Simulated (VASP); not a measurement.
# La2GaP3 (P-3m1) in VASP: single point with r2SCAN+rVV10

Aim: the single point of La2GaP3 with r2SCAN+rVV10.

Everything below comes from runs of VASP 6.6.1. Logs are shortened: lines on timing, memory, paths and dates and some standing lists are left out, and cuts for length are marked.

## 1. The cell of the first run

Symmetry: P-3m1, No. 164, trigonal system. The conventional cell has a = 4.339 Å, b = 4.339 Å, c = 8.372 Å, α = 90.00°, β = 90.00°, γ = 120.00°. Within 4.0 Å of La (site symmetry 3m) lie 7 P at 3.00 to 3.26 Å and 3 Ga at 3.51 Å. Within 3.6 Å of Ga (site symmetry -3m) lie 6 P at 2.63 Å and 6 La at 3.51 Å. P (site symmetry 3m) has 3 Ga at 2.63 Å and 3 P at 2.98 Å and 4 La at 3.00 to 3.26 Å within 3.5 Å. P (site symmetry -3m) has 6 La at 3.04 Å within 4.0 Å.

## 2. Single point, r2SCAN+rVV10

The input, POSCAR:

```
La2GaP3
1.0
    4.3387714155      0.0000000000      0.0000000000
   -2.1693857078      3.7574862670      0.0000000000
    0.0000000000      0.0000000000      8.3717755603
La Ga P
2 1 3
Direct
    0.3333333333      0.6666666667      0.7063261590
    0.6666666667      0.3333333333      0.2936738410
    0.0000000000      0.0000000000      0.0000000000
    0.3333333333      0.6666666667      0.0961242281
    0.6666666667      0.3333333333      0.9038757719
    0.0000000000      0.0000000000      0.5000000000
```

The input, INCAR.step1:

```
SYSTEM = La2GaP3
  ALGO = Normal
  EDIFF = 1E-4
  ENCUT = 520
  GGA = PE
  ISMEAR = -1
  LASPH = .True.
  LCHARG = .False.
  LREAL = .False.
  LWAVE = .True.
  NBANDS = 34
  NELM = 100
  PREC = Accurate
  SIGMA = 0.03
```

The input, INCAR.step2:

```
SYSTEM = La2GaP3
  ALGO = Normal
  BPARAM = 11.95
  CPARAM = 0.0093
  EDIFF = 1E-7
  ENCUT = 520
  ISIF = 2
  ISMEAR = -1
  ISTART = 1
  IVDW_NL = 2
  LASPH = .True.
  LCHARG = .False.
  LMIXTAU = .True.
  LREAL = .False.
  LUSE_VDW = .True.
  LWAVE = .False.
  METAGGA = R2SCAN
  NBANDS = 34
  NELM = 100
  PREC = Accurate
  SIGMA = 0.03
```

The input, KPOINTS:

```
k-points
0
Gamma
  6 6 4
  0 0 0
```

Potentials or basis: VASP PAW PBE potentials, release 64 (La, Ga_d, P).

Run with:

```
> cat potpaw_PBE.64/La/POTCAR potpaw_PBE.64/Ga_d/POTCAR potpaw_PBE.64/P/POTCAR > POTCAR
> cp INCAR.step1 INCAR
> mpirun -np 1 vasp_std > vasp.out
> cp INCAR.step2 INCAR
> mpirun -np 1 vasp_std > vasp.out
```

OUTCAR:

```text
SYSTEM = La2GaP3
   BPARAM = 11.95
   EDIFF = 1E-7
   ENCUT = 520
   ISIF = 2
   ISMEAR = -1
   ISTART = 1
   IVDW_NL = 2
   LASPH = .True.
   LREAL = .False.
   METAGGA = R2SCAN
   NELM = 100
   PREC = Accurate

 ion  position               nearest neighbor table
   1  0.333  0.667  0.706-   5 3.00   5 3.00   5 3.00   6 3.04   6 3.04   6 3.04   4 3.26
   2  0.667  0.333  0.294-   4 3.00   4 3.00   4 3.00   6 3.04   6 3.04   6 3.04   5 3.26
   3  0.000  0.000  0.000-   4 2.63   5 2.63   4 2.63   5 2.63   5 2.63   4 2.63
   4  0.333  0.667  0.096-   3 2.63   3 2.63   3 2.63   2 3.00   2 3.00   2 3.00   1 3.26
   5  0.667  0.333  0.904-   3 2.63   3 2.63   3 2.63   1 3.00   1 3.00   1 3.00   2 3.26
   6  0.000  0.000  0.500-   1 3.04   2 3.04   1 3.04   2 3.04   2 3.04   1 3.04

  LATTYP: Found a hexagonal cell.
 ALAT       =     4.3387714155
 C/A-ratio  =     1.9295267620

  Lattice vectors:

 A1 = (   4.3387714155,   0.0000000000,   0.0000000000)
 A2 = (  -2.1693857078,   3.7574862670,   0.0000000000)
 A3 = (   0.0000000000,   0.0000000000,   8.3717755603)

Analysis of symmetry for initial positions (statically):
=====================================================================
 Subroutine PRICEL returns:
 Original cell was already a primitive cell.

 Routine SETGRP: Setting up the symmetry group for a
 hexagonal supercell.

 Subroutine GETGRP returns: Found 12 space group operations
 (whereof 12 operations were pure point group operations)
 out of a pool of 24 trial point group operations.

The static configuration has the point symmetry D_3d.

Analysis of symmetry for dynamics (positions and initial velocities):
=====================================================================
 Subroutine PRICEL returns:
 Original cell was already a primitive cell.

 Routine SETGRP: Setting up the symmetry group for a
 hexagonal supercell.

 Subroutine GETGRP returns: Found 12 space group operations
 (whereof 12 operations were pure point group operations)
 out of a pool of 24 trial point group operations.

The dynamic configuration has the point symmetry D_3d.

 Subroutine INISYM returns: Found 12 space group operations
 (whereof 12 operations are pure point group operations),
 and found     1 'primitive' translations

----------------------------------------------------------------------------------------

                                     Primitive cell

  volume of cell :     136.4840

  direct lattice vectors                    reciprocal lattice vectors
     4.338771416  0.000000000  0.000000000     0.230479992  0.133067685  0.000000000
    -2.169385708  3.757486267  0.000000000     0.000000000  0.266135371  0.000000000
     0.000000000  0.000000000  8.371775560     0.000000000  0.000000000  0.119448974

  length of vectors
     4.338771416  4.338771415  8.371775560     0.266135371  0.266135371  0.119448974

  position of ions in fractional coordinates (direct lattice)
     0.333333333  0.666666667  0.706326159
     0.666666667  0.333333333  0.293673841
     0.000000000  0.000000000  0.000000000
     0.333333333  0.666666667  0.096124228
     0.666666667  0.333333333  0.903875772
     0.000000000  0.000000000  0.500000000

  ion indices of the primitive-cell ions
   primitive index   ion index
                 1           1
                 2           2
                 3           3
                 4           4
                 5           5
                 6           6

----------------------------------------------------------------------------------------

 KPOINTS: k-points

Automatic generation of k-mesh.
 Grid dimensions read from file:
 generate k-points for:    6    6    4

 Generating k-lattice:

  Cartesian coordinates                     Fractional coordinates (reciprocal lattice)
     0.038413332  0.022177948  0.000000000     0.166666667  0.000000000  0.000000000
     0.000000000  0.044355895  0.000000000     0.000000000  0.166666667  0.000000000
     0.000000000  0.000000000  0.029862243     0.000000000  0.000000000  0.250000000

  Length of vectors
     0.044355895  0.044355895  0.029862243

  Shift w.r.t. Gamma in fractional coordinates (k-lattice)
     0.000000000  0.000000000  0.000000000

 Subroutine IBZKPT returns following result:
 ===========================================

 Found     24 irreducible k-points:

 Following reciprocal coordinates:
            Coordinates               Weight
  0.000000  0.000000  0.000000      1.000000
  0.166667  0.000000  0.000000      6.000000
  0.333333  0.000000  0.000000      6.000000
  0.500000  0.000000  0.000000      3.000000
  0.166667  0.166667  0.000000      6.000000
  0.333333  0.166667  0.000000     12.000000
[... 16 lines left out ...]
  0.333333  0.166667  0.500000     12.000000
  0.333333  0.333333  0.500000      2.000000
   k-points           NKPTS =     24   k-points in BZ     NKDIM =     24   number of bands    NBANDS=     34
   number of dos      NEDOS =    301   number of ions     NIONS =      6
   total plane-waves  NPLWV =  65536
   dimension x,y,z NGX =    32 NGY =   32 NGZ =   64
   dimension x,y,z NGXF=    64 NGYF=   64 NGZF=  128
   ions per type =               2   1   3
   NGX,Y,Z   is equivalent  to a cutoff of  12.26, 12.26, 12.71 a.u.
   NGXF,Y,Z  is equivalent  to a cutoff of  24.52, 24.52, 25.42 a.u.
 SYSTEM =  La2GaP3
   PREC   = accura    normal or accurate (medium, high low for compatibility)
   ISTART =      1    job   : 0-new  1-cont  2-samecut
   ICHARG =      0    charge: 1-file 2-atom 10-const
   ISPIN  =      1    spin polarized calculation?
   LNONCOLLINEAR =      F non collinear calculations
   LSORBIT =      F    spin-orbit coupling
   LASPH  =      T    aspherical Exc in radial PAW
   ENCUT  =  520.0 eV  38.22 Ry    6.18 a.u.   8.07  8.07 15.57*2*pi/ulx,y,z
   NELM   =    100;   NELMIN=  2; NELMDL=  0     # of ELM steps
   EDIFF  = 0.1E-06   stopping-criterion for ELM
   LREAL  =      F    real-space projection
   EDIFFG = 0.1E-05   stopping-criterion for IOM
   NSW    =      0    number of steps for IOM
   IBRION =     -1    ionic relax: 0-MD 1-quasi-New 2-CG
   NFREE  =      0    steps in history (QN), initial steepest desc. (CG)
   ISIF   =      2    stress and relaxation
   ISYM   =      2    0-nonsym 1-usesym 2-fastsym
   POTIM  = 0.5000    time-step for ionic-motion
   TEBEG  =    0.0;   TEEND  =   0.0 temperature during run
   PSTRESS=    0.0 pullay stress
   NELECT =      50.0000    total number of electrons
   NUPDOWN=      -1.0000    fix difference up-down
   EMIN   =  10.00;   EMAX   =-10.00  energy-range for DOS
   EFERMI =   0.00;   METHOD = LEGACY
   ISMEAR =    -1;   SIGMA  =   0.03  broadening in eV -4-tet -1-fermi 0-gaus
   EFERMI_NEDOS =   21; number of points for ismear=-14 and -15
   IALGO  =     38    algorithm
   IMIX   =      4    mixing-type and parameters
     AMIX     =   0.40;   BMIX     =  1.00
     AMIX_MAG =   1.60;   BMIX_MAG =  1.00
  volume/ion in A,a.u.               =      22.75       153.51
  Fermi-wavevector in a.u.,A,eV,Ry     =   1.171397  2.213620 18.669531  1.372172
  Thomas-Fermi vector in A             =   2.307842
   LORBIT       =      0    0 simple, 1 ext, 2 COOP (PROOUT), +10 PAW based schemes
   METAGGA = R2SCAN    functional components
   LHFCALC =     F    Hartree Fock is set to
   AEXX    =    0.0000 exact exchange contribution
   IVDW_NL    =     2    kernel type
   BPARAM     =11.9500
   IVDW    =     0    specifies the selected vdW correction
   LEPSILON=     F    determine dielectric tensor
   LRPA    =     F    only Hartree local field effects (RPA)
 non-spin polarized calculation
  energy-cutoff  :      520.00
  volume of cell :      136.48
 maximum number of plane-waves:      3720
   NGX = 17   NGY = 17   NGZ = 31

 number of electron      49.9999986 magnetization

 Free energy of the ion-electron system (eV)
  ---------------------------------------------------
  ext. energy  EPLUGINS =         0.00000000
  ---------------------------------------------------
  free energy    TOTEN  =      -103.21452115 eV

  energy without entropy =     -103.20827024  energy(sigma->0) =     -103.21139570

 E-fermi :   7.5409     XC(G=0): -10.8979

 val. band max:        7.5165094990   @ k =   0.3333   0.1667   0.2500
 cond. band min:       7.6048274656   @ k =   0.1667   0.0000   0.0000
 fundamental gap:      0.0883179666
 Fermi energy:         7.5408610442

 k-point     1 :       0.0000    0.0000    0.0000
  band No.  band energies     occupation
      1     -25.8796      2.00000
      2     -25.8534      2.00000
      3      -9.7203      2.00000
      4      -9.2069      2.00000
      5      -9.0775      2.00000
      6      -9.0775      2.00000
[... 26 lines left out ...]
     33      10.2780      0.00000
     34      10.2780      0.00000

 k-point     2 :       0.1667    0.0000    0.0000
  band No.  band energies     occupation
      1     -25.8710      2.00000
      2     -25.8479      2.00000
      3      -9.6445      2.00000
      4      -9.2534      2.00000
      5      -9.1837      2.00000
      6      -9.1422      2.00000
[... 26 lines left out ...]
     33      10.1837      0.00000
     34      10.2625      0.00000

 k-point     3 :       0.3333    0.0000    0.0000
  band No.  band energies     occupation
      1     -25.8527      2.00000
      2     -25.8380      2.00000
      3      -9.5030      2.00000
      4      -9.4612      2.00000
      5      -9.3849      2.00000
      6      -9.1839      2.00000
[... 26 lines left out ...]
     33      10.4359      0.00000
     34      10.5267      0.00000
[... 704 lines left out ...]
 k-point    23 :       0.3333    0.1667    0.5000
  band No.  band energies     occupation
      1     -25.8419      2.00000
      2     -25.8346      2.00000
      3      -9.5655      2.00000
      4      -9.4895      2.00000
      5      -9.2910      2.00000
      6      -9.2667      2.00000
[... 26 lines left out ...]
     33      10.4176      0.00000
     34      10.4895      0.00000

 k-point    24 :       0.3333    0.3333    0.5000
  band No.  band energies     occupation
      1     -25.8347      2.00000
      2     -25.8347      2.00000
      3      -9.4609      2.00000
      4      -9.4609      2.00000
      5      -9.4408      2.00000
      6      -9.2989      2.00000
[... 26 lines left out ...]
     33      10.4463      0.00000
     34      10.4463      0.00000

------------------------ aborting loop because EDIFF is reached ----------------------------------------

  FORCE on cell =-STRESS in cart. coord.  units (eV):
  Direction    XX          YY          ZZ          XY          YZ          ZX
  --------------------------------------------------------------------------------------
  -------------------------------------------------------------------------------------
  Total       -0.0399328     -0.0399328     -0.0290167      0.0000000      0.0000000     -0.0000000
  in kB       -0.4687685     -0.4687685     -0.3406255      0.0000000      0.0000000     -0.0000000
  external PRESSURE =      -0.4260542 kB  Pullay stress =       0.0000000 kB

 VOLUME and BASIS-vectors are now :
 -----------------------------------------------------------------------------
  energy-cutoff  :      520.00
  volume of cell :      136.48
      direct lattice vectors                 reciprocal lattice vectors
     4.338771416  0.000000000  0.000000000     0.230479992  0.133067685  0.000000000
    -2.169385708  3.757486267  0.000000000     0.000000000  0.266135371  0.000000000
     0.000000000  0.000000000  8.371775560     0.000000000  0.000000000  0.119448974

 POSITION                                       TOTAL-FORCE (eV/Angst)
 -----------------------------------------------------------------------------------
     -0.00000      2.50499      5.91320        -0.000000      0.000000      0.002220
      2.16939      1.25250      2.45857         0.000000     -0.000000     -0.002220
      0.00000      0.00000      0.00000         0.000000      0.000000     -0.000000
     -0.00000      2.50499      0.80473         0.000000     -0.000000      0.005513
      2.16939      1.25250      7.56705        -0.000000      0.000000     -0.005513
      0.00000      0.00000      4.18589         0.000000      0.000000     -0.000000
 -----------------------------------------------------------------------------------
    total drift:                                0.000000     -0.000000      0.000000

  FREE ENERGIE OF THE ION-ELECTRON SYSTEM (eV)
  ---------------------------------------------------
  free  energy   TOTEN  =      -103.2145211544 eV

  energy  without entropy=     -103.2082702436  energy(sigma->0) =     -103.21139570
```

Run time: 17 min. Hardware: 1 thread of Intel Xeon 6975P-C (Granite Rapids), shared host; peak memory 0.58 GiB.

What came out:

- Free energy: -103.2145 eV
- Pressure: 0.0 GPa
- Largest force: 0.006 eV/Å
- Band gap on the k mesh: zero (bands 25 and 26 overlap by 0.48 eV)

Forces on the atoms (eV/Å):
```
La   0.000  0.000  0.002
La   0.000  0.000 -0.002
Ga   0.000  0.000  0.000
P    0.000  0.000  0.006
P    0.000  0.000 -0.006
P    0.000  0.000  0.000
```

Caveat: the PAW data sets were made with another functional, which shifts forces and pressure a little; spin-orbit coupling is left out, which moves the levels of the heavy elements.
